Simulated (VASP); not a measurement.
Wanted: the native input for a VASP 6.6.1 run.

```
Task                   : single point
Functional             : PBE
Potentials or basis    : VASP PAW PBE potentials, release 64 (Cd, Te)
Cutoff                 : 520 eV
k mesh                 : 8 × 8 × 8
Occupations            : gaussian, width 0.05 eV
Spin                   : no spin polarisation
Dipole correction      : no
Further INCAR settings : ALGO = Normal; EDIFF = 1e-06; NBANDS = 16
```

The structure of CdTe lies in POSCAR:

```
CdTe
1.0
    0.0000000000      3.2050000000      3.1569250000
    3.2050000000      0.0000000000      3.1569250000
    3.2050000000      3.2050000000      0.0000000000
Cd Te
1 1
Direct
    0.0000000000      0.0000000000      0.0000000000
    0.7500000000      0.7500000000      0.7500000000
```

This cell differs from its parent crystal: strain +0.000 along x and y, -0.015 along z.

One way to write it, as run:

INCAR

```
SYSTEM = CdTe
PREC     = Accurate       ! precision mode
ENCUT    = 520            ! plane-wave cutoff, eV
EDIFF    = 1E-6           ! SCF threshold, eV
ISMEAR   = 0              ! smearing method
SIGMA    = 0.05           ! smearing width, eV
LREAL    = .FALSE.        ! projectors in reciprocal space
LASPH    = .TRUE.         ! aspherical terms in the spheres
NELM     = 100            ! most SCF steps
ALGO     = Normal         ! electronic algorithm
ISIF     = 2              ! what is computed and relaxed
LWAVE    = .FALSE.        ! write WAVECAR
LCHARG   = .FALSE.        ! write CHGCAR
GGA      = PE             ! functional
NBANDS   = 16             ! bands
```

KPOINTS

```
regular mesh
0
G
  8 8 8
  0 0 0
```

Potentials or basis: VASP PAW PBE potentials, release 64 (Cd, Te).

Run with:

```sh
$ cat potpaw_PBE.64/Cd/POTCAR potpaw_PBE.64/Te/POTCAR > POTCAR
$ mpirun -np 1 vasp_std > vasp.out
```

It gave:

| Property | Result |
| --- | --- |
| Pressure | 5.2 GPa |
| Band gap on the k mesh | 0.89 eV, direct |

Caveat: the cell differs from its parent crystal (strain +0.000 along x and y, -0.015 along z); spin-orbit coupling is left out, which moves the levels of the heavy elements.

It took 54 s on 1 thread of Intel(R) Xeon(R) Platinum 8259CL CPU @ 2.50GHz (Skylake/Cascade Lake) (shared host), peak memory 0.24 GiB.
